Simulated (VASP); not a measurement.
Input of a VASP 6.6.1 run:

INCAR

```
SYSTEM = AlNi
PREC = Accurate
ENCUT = 520
EDIFF = 1E-6
ISMEAR = 0
SIGMA = 0.15
LREAL = .False.
LASPH = .True.
NELM = 100
ALGO = Fast
ISIF = 2
LWAVE = .False.
LCHARG = .False.
GGA = PS
NBANDS = 14
```

Contents of KPOINTS:

```
regular mesh
0
Gamma
  16 16 16
  0 0 0
```

POSCAR

```
AlNi
1.0
    2.0211996418     -2.0211459310      0.0000000000
    2.0211996418      2.0211459310      0.0000000000
    0.0000000000      0.0000000000      2.8688666946
Al Ni
1 1
Direct
   -0.0199414354      0.0000000000     -0.0066228243
    0.5091671398      0.5000000000      0.5030445329
```

Potentials or basis: VASP PAW PBE potentials, release 64 (Al, Ni).

The run is started by

```sh
$ cat potpaw_PBE.64/Al/POTCAR potpaw_PBE.64/Ni/POTCAR > POTCAR
$ mpirun -np 1 vasp_std > vasp.out
```

Problem. Estimate the band gap on the k mesh.

Solution. Zero (an odd number of electrons rules out a gap without spin polarisation).

Problem. Estimate the pressure.

Solution. 0.8 GPa.

Problem. What does it give for the largest force?

Solution. 0.551 eV/Å.

Forces in eV/Å, atoms in the order of the input:
```
Al   0.369 -0.369  0.178
Ni  -0.369  0.369 -0.178
```

Caveat: the cell differs from its parent crystal (atoms displaced along several vibrational modes); the PAW data sets were made with another functional, which shifts forces and pressure a little. Spin polarisation is off, so any magnetic state and its effect on volume and gap are missing.
